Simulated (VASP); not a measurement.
# BN (P1) in VASP: single point with LDA

Aim: the single point of BN with LDA.

Program: VASP 6.6.1. These are calculated values, not measurements. Logs are shortened: lines on timing, memory, paths and dates and some standing lists are left out, and cuts for length are marked.

## (1) The cell of the first run

The typed cell holds 4 atoms: a = 2.504 Å, b = 2.504 Å, c = 6.661 Å, α = 90.00°, β = 90.00°, γ = 120.00°.

## (2) Single point, LDA (atoms moved at random)

INCAR reads:

```
PREC     = Accurate       # precision mode
ENCUT    = 520            # plane-wave cutoff, eV
EDIFF    = 1E-6           # SCF threshold, eV
ISMEAR   = 0              # smearing method
SIGMA    = 0.05           # smearing width, eV
LREAL    = False          # projectors in reciprocal space
LASPH    = True           # aspherical terms in the spheres
NELM     = 60             # most SCF steps
ALGO     = Normal         # electronic algorithm
ISIF     = 2              # what is computed and relaxed
LWAVE    = False          # write WAVECAR
LCHARG   = True           # write CHGCAR
GGA      = CA             # functional
LELF     = True           # ELF
LVHAR    = True         
NBANDS   = 16             # bands
```

KPOINTS reads:

```
regular mesh
0
Gamma
  12 12 4
```

POSCAR reads:

```
BN
1.0
    2.5039917043      0.0000000000      0.0000000000
   -1.2519958522      2.1685204268      0.0000000000
    0.0000000000      0.0000000000      6.6612000000
B N
2 2
Direct
    0.3310438594      0.6876312977      0.2452056589
    0.6607415719      0.3091517806      0.7539631915
    0.3498278285      0.6681673985      0.7540853534
    0.6583867403      0.3350495231      0.2467457962
```

Potentials or basis: VASP PAW LDA potentials, release 64 (B, N).

On the command line:

```
$ cat potpaw_LDA.64/B/POTCAR potpaw_LDA.64/N/POTCAR > POTCAR
$ mpirun -np 1 vasp_std > vasp.out
```

OUTCAR:

```text
PREC = Accurate
   ENCUT = 520
   EDIFF = 1E-6
   ISMEAR = 0
   LREAL = False
   LASPH = True
   NELM = 60
   ISIF = 2
   GGA = CA

 ion  position               nearest neighbor table
   1  0.331  0.688  0.245-   4 1.40   4 1.46   4 1.47
   2  0.661  0.309  0.754-   3 1.39   3 1.45   3 1.49
   3  0.350  0.668  0.754-   2 1.39   2 1.45   2 1.49
   4  0.658  0.335  0.247-   1 1.40   1 1.46   1 1.47

  LATTYP: Found a hexagonal cell.
 ALAT       =     2.5039917043
 C/A-ratio  =     2.6602324555

  Lattice vectors:

 A1 = (   2.5039917043,   0.0000000000,   0.0000000000)
 A2 = (  -1.2519958522,   2.1685204268,   0.0000000000)
 A3 = (   0.0000000000,   0.0000000000,   6.6612000000)

Analysis of symmetry for initial positions (statically):
=====================================================================
 Subroutine PRICEL returns:
 Original cell was already a primitive cell.

 Routine SETGRP: Setting up the symmetry group for a
 hexagonal supercell.

 Subroutine GETGRP returns: Found  1 space group operations
 (whereof  1 operations were pure point group operations)
 out of a pool of 24 trial point group operations.

The static configuration has the point symmetry C_1 .

Analysis of symmetry for dynamics (positions and initial velocities):
=====================================================================
 Subroutine PRICEL returns:
 Original cell was already a primitive cell.

 Routine SETGRP: Setting up the symmetry group for a
 hexagonal supercell.

 Subroutine GETGRP returns: Found  1 space group operations
 (whereof  1 operations were pure point group operations)
 out of a pool of 24 trial point group operations.

The dynamic configuration has the point symmetry C_1 .

 Subroutine INISYM returns: Found  1 space group operations
 (whereof  1 operations are pure point group operations),
 and found     1 'primitive' translations

----------------------------------------------------------------------------------------

                                     Primitive cell

  volume of cell :      36.1700

  direct lattice vectors                    reciprocal lattice vectors
     2.503991704  0.000000000  0.000000000     0.399362345  0.230571958  0.000000000
    -1.251995852  2.168520427  0.000000000     0.000000000  0.461143915  0.000000000
     0.000000000  0.000000000  6.661200000     0.000000000  0.000000000  0.150123101

  length of vectors
     2.503991704  2.503991704  6.661200000     0.461143915  0.461143915  0.150123101

  position of ions in fractional coordinates (direct lattice)
     0.331043859  0.687631298  0.245205659
     0.660741572  0.309151781  0.753963191
     0.349827828  0.668167399  0.754085353
     0.658386740  0.335049523  0.246745796

  ion indices of the primitive-cell ions
   primitive index   ion index
                 1           1
                 2           2
                 3           3
                 4           4

----------------------------------------------------------------------------------------

 KPOINTS: regular mesh

Automatic generation of k-mesh.
 Grid dimensions read from file:
 generate k-points for:   12   12    4

 Generating k-lattice:

  Cartesian coordinates                     Fractional coordinates (reciprocal lattice)
     0.033280195  0.019214330  0.000000000     0.083333333 -0.000000000  0.000000000
     0.000000000  0.038428660  0.000000000     0.000000000  0.083333333  0.000000000
     0.000000000  0.000000000  0.037530775     0.000000000  0.000000000  0.250000000

  Length of vectors
     0.038428660  0.038428660  0.037530775

  Shift w.r.t. Gamma in fractional coordinates (k-lattice)
     0.000000000  0.000000000  0.000000000

 Subroutine IBZKPT returns following result:
 ===========================================

 Found    292 irreducible k-points:

 Following reciprocal coordinates:
            Coordinates               Weight
  0.000000  0.000000  0.000000      1.000000
  0.083333  0.000000  0.000000      2.000000
  0.000000  0.083333  0.000000      2.000000
 -0.083333  0.083333  0.000000      2.000000
  0.166667  0.000000  0.000000      2.000000
  0.000000  0.166667  0.000000      2.000000
[... 16 lines left out ...]
  0.166667  0.083333  0.000000      2.000000
 -0.083333  0.250000  0.000000      2.000000
 [... further k-points ...]
   k-points           NKPTS =    292   k-points in BZ     NKDIM =    292   number of bands    NBANDS=     16
   number of dos      NEDOS =    301   number of ions     NIONS =      4
   total plane-waves  NPLWV =  20000
   dimension x,y,z NGX =    20 NGY =   20 NGZ =   50
   dimension x,y,z NGXF=    40 NGYF=   40 NGZF=  100
   ions per type =               2   2
   NGX,Y,Z   is equivalent  to a cutoff of  13.28, 13.28, 12.48 a.u.
   NGXF,Y,Z  is equivalent  to a cutoff of  26.56, 26.56, 24.96 a.u.
 SYSTEM =  unknown system
   PREC   = accura    normal or accurate (medium, high low for compatibility)
   ISTART =      0    job   : 0-new  1-cont  2-samecut
   ICHARG =      2    charge: 1-file 2-atom 10-const
   ISPIN  =      1    spin polarized calculation?
   LNONCOLLINEAR =      F non collinear calculations
   LSORBIT =      F    spin-orbit coupling
   LASPH  =      T    aspherical Exc in radial PAW
   ENCUT  =  520.0 eV  38.22 Ry    6.18 a.u.   4.66  4.66 12.39*2*pi/ulx,y,z
   NELM   =     60;   NELMIN=  2; NELMDL= -5     # of ELM steps
   EDIFF  = 0.1E-05   stopping-criterion for ELM
   LREAL  =      F    real-space projection
   EDIFFG = 0.1E-04   stopping-criterion for IOM
   NSW    =      0    number of steps for IOM
   IBRION =     -1    ionic relax: 0-MD 1-quasi-New 2-CG
   NFREE  =      0    steps in history (QN), initial steepest desc. (CG)
   ISIF   =      2    stress and relaxation
   ISYM   =      2    0-nonsym 1-usesym 2-fastsym
   POTIM  = 0.5000    time-step for ionic-motion
   TEBEG  =    0.0;   TEEND  =   0.0 temperature during run
   PSTRESS=    0.0 pullay stress
   NELECT =      16.0000    total number of electrons
   NUPDOWN=      -1.0000    fix difference up-down
   EMIN   =  10.00;   EMAX   =-10.00  energy-range for DOS
   EFERMI =   0.00;   METHOD = LEGACY
   ISMEAR =     0;   SIGMA  =   0.05  broadening in eV -4-tet -1-fermi 0-gaus
   EFERMI_NEDOS =   21; number of points for ismear=-14 and -15
   IALGO  =     38    algorithm
   IMIX   =      4    mixing-type and parameters
     AMIX     =   0.40;   BMIX     =  1.00
     AMIX_MAG =   1.60;   BMIX_MAG =  1.00
  volume/ion in A,a.u.               =       9.04        61.02
  Fermi-wavevector in a.u.,A,eV,Ry     =   1.247379  2.357205 21.170055  1.555955
  Thomas-Fermi vector in A             =   2.381514
   LORBIT       =      0    0 simple, 1 ext, 2 COOP (PROOUT), +10 PAW based schemes
   GGA     = CA    functional components
   LHFCALC =     F    Hartree Fock is set to
   AEXX    =    0.0000 exact exchange contribution
   IVDW    =     0    specifies the selected vdW correction
   LEPSILON=     F    determine dielectric tensor
   LRPA    =     F    only Hartree local field effects (RPA)
 non-spin polarized calculation
 Gauss-broadening in eV      SIGMA  =   0.05
  energy-cutoff  :      520.00
  volume of cell :       36.17
 maximum number of plane-waves:       992
   NGX =  9   NGY =  9   NGZ = 25

 number of electron      15.9999999 magnetization

 Free energy of the ion-electron system (eV)
  ---------------------------------------------------
  ext. energy  EPLUGINS =         0.00000000
  ---------------------------------------------------
  free energy    TOTEN  =       -38.45524756 eV

  energy without entropy =      -38.45524756  energy(sigma->0) =      -38.45524756

 E-fermi :   2.3432     XC(G=0): -10.4988

 val. band max:        2.1444523614   @ k =   0.2500   0.3333   0.0000
 cond. band min:       5.9232366272   @ k =   0.0000   0.5000   0.0000
 fundamental gap:      3.7787842658
 Fermi energy:         2.3431874482

 k-point     1 :       0.0000    0.0000    0.0000
  band No.  band energies     occupation
      1     -15.4712      2.00000
      2     -15.1613      2.00000
      3      -4.2069      2.00000
      4      -2.0196      2.00000
      5       0.0984      2.00000
      6       0.3073      2.00000
[... 8 lines left out ...]
     15      14.7983      0.00000
     16      14.9884      0.00000

 k-point     2 :       0.0833    0.0000    0.0000
  band No.  band energies     occupation
      1     -15.3341      2.00000
      2     -15.0290      2.00000
      3      -4.0206      2.00000
      4      -1.8535      2.00000
      5      -0.1645      2.00000
      6      -0.0559      2.00000
[... 8 lines left out ...]
     15      14.8798      0.00000
     16      15.2398      0.00000

 k-point     3 :       0.0000    0.0833    0.0000
  band No.  band energies     occupation
      1     -15.3374      2.00000
      2     -15.0327      2.00000
      3      -4.0170      2.00000
      4      -1.8483      2.00000
      5      -0.3743      2.00000
      6      -0.1902      2.00000
[... 8 lines left out ...]
     15      14.4581      0.00000
     16      15.2764      0.00000

 k-point     4 :      -0.0833    0.0833    0.0000
  band No.  band energies     occupation
      1     -15.3347      2.00000
      2     -15.0297      2.00000
      3      -4.0199      2.00000
      4      -1.8527      2.00000
      5      -0.2763      2.00000
      6       0.0052      2.00000
[... 8 lines left out ...]
     15      14.8475      0.00000
     16      15.2107      0.00000
[... 324 lines left out ...]
 k-point    22 :      -0.1667    0.0833    0.0000
  band No.  band energies     occupation
      1     -15.0610      2.00000
      2     -14.7655      2.00000
      3      -3.6534      2.00000
      4      -1.5297      2.00000
      5      -0.7313      2.00000
      6      -0.5609      2.00000
[... 8 lines left out ...]
     15      16.0973      0.00000
     16      16.3699      0.00000

 k-point    23 :       0.1667    0.0833    0.0000
  band No.  band energies     occupation
      1     -14.5453      2.00000
      2     -14.2702      2.00000
      3      -2.9181      2.00000
      4      -2.2525      2.00000
      5      -2.1077      2.00000
      6      -0.8802      2.00000
[... 8 lines left out ...]
     15      16.5605      0.00000
     16      17.1608      0.00000

 k-point    24 :      -0.0833    0.2500    0.0000
  band No.  band energies     occupation
      1     -14.5589      2.00000
      2     -14.2850      2.00000
      3      -2.9011      2.00000
      4      -2.5260      2.00000
      5      -2.3541      2.00000
      6      -0.8574      2.00000
[... 8 lines left out ...]
     15      15.9869      0.00000
     16      17.0944      0.00000

 [... further k-points ...]
[... 5 lines left out ...]
  --------------------------------------------------------------------------------------
  -------------------------------------------------------------------------------------
  Total       -2.2341744      0.3173558     -0.1734966     -0.1638877      0.0159591     -0.0017583
  in kB      -98.9643513     14.0575012     -7.6851537     -7.2595215      0.7069175     -0.0778840
  external PRESSURE =     -30.8640013 kB  Pullay stress =       0.0000000 kB

 VOLUME and BASIS-vectors are now :
 -----------------------------------------------------------------------------
  energy-cutoff  :      520.00
  volume of cell :       36.17
      direct lattice vectors                 reciprocal lattice vectors
     2.503991704  0.000000000  0.000000000     0.399362345  0.230571958  0.000000000
    -1.251995852  2.168520427  0.000000000     0.000000000  0.461143915  0.000000000
     0.000000000  0.000000000  6.661200000     0.000000000  0.000000000  0.150123101

 POSITION                                       TOTAL-FORCE (eV/Angst)
 -----------------------------------------------------------------------------------
     -0.03198      1.49114      1.63336         0.326192     -1.811039      0.146495
      1.26743      0.67040      5.02230         0.811774      2.440041     -0.004276
      0.03942      1.44893      5.02311        -0.816397     -2.438423     -0.016166
      1.22911      0.72656      1.64362        -0.321569      1.809422     -0.126053
 -----------------------------------------------------------------------------------
    total drift:                               -0.000061      0.000004      0.000095

  FREE ENERGIE OF THE ION-ELECTRON SYSTEM (eV)
  ---------------------------------------------------
  free  energy   TOTEN  =       -38.4552475630 eV

  energy  without entropy=      -38.4552475630  energy(sigma->0) =      -38.45524756
```

Run time: 1.9 min. Hardware: 1 thread of Intel Xeon 6975P-C, shared host; peak memory 0.24 GiB.

Results:

- Free energy: -38.4552 eV
- Pressure: -3.1 GPa
- Largest force: 2.572 eV/Å
- Band gap on the k mesh: 3.78 eV, indirect (least direct gap 4.12 eV)

Forces in eV/Å, atoms in the order of the input:
```
B    0.326 -1.811  0.146
B    0.812  2.440 -0.004
N   -0.816 -2.438 -0.016
N   -0.322  1.809 -0.126
```

Caveat: the cell differs from its parent crystal (atoms moved at random); forces of over 1 eV/Å act on the atoms, so gaps and moduli don't describe the material at rest.
